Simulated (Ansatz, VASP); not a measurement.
Cd4S in VASP and in Ansatz

```
CELL_PARAMETERS angstrom
5.32071 0.00000 0.00000
0.00000 5.32071 0.00000
0.00000 0.00000 6.23997
ATOMIC_POSITIONS crystal
Cd 0.00000 0.50000 0.50000
Cd 0.50000 0.00000 0.50000
Cd 0.00000 0.00000 0.23500
Cd 0.00000 0.00000 0.76500
S 0.50000 0.50000 0.50000
```

Alike in both runs: functional PBE; k mesh 4 × 4 × 4; occupations gaussian, width 0.1 eV; no spin polarisation.

Ansatz relaxed the structure, and its values are those at the end. VASP's run is a single point on that final structure, the one shown.

```csv
,VASP,Ansatz
version,VASP 6.6.1,Ansatz 0.2.0
potentials or method,"VASP PAW PBE potentials, release 64 (Cd, S), cutoff 520 eV","scalar-relativistic, plane waves, PAW"
valence electrons in the cell,54,86
```

VASP gave:

* gap on the k mesh at the Fermi level (eV): none
* pressure (GPa): 0.2

Question: Which values does Ansatz return?

Answer: gap on the k mesh at the Fermi level (eV): none; pressure (GPa): 0.0.

A gap of «none» marks a metal or a gap that the smearing closes. With one functional, cell and mesh, what is left measures potentials, basis and numerics. VASP's potentials hold 54 valence electrons a cell and Ansatz's 86, so a difference there can come from the potentials and not from the codes.
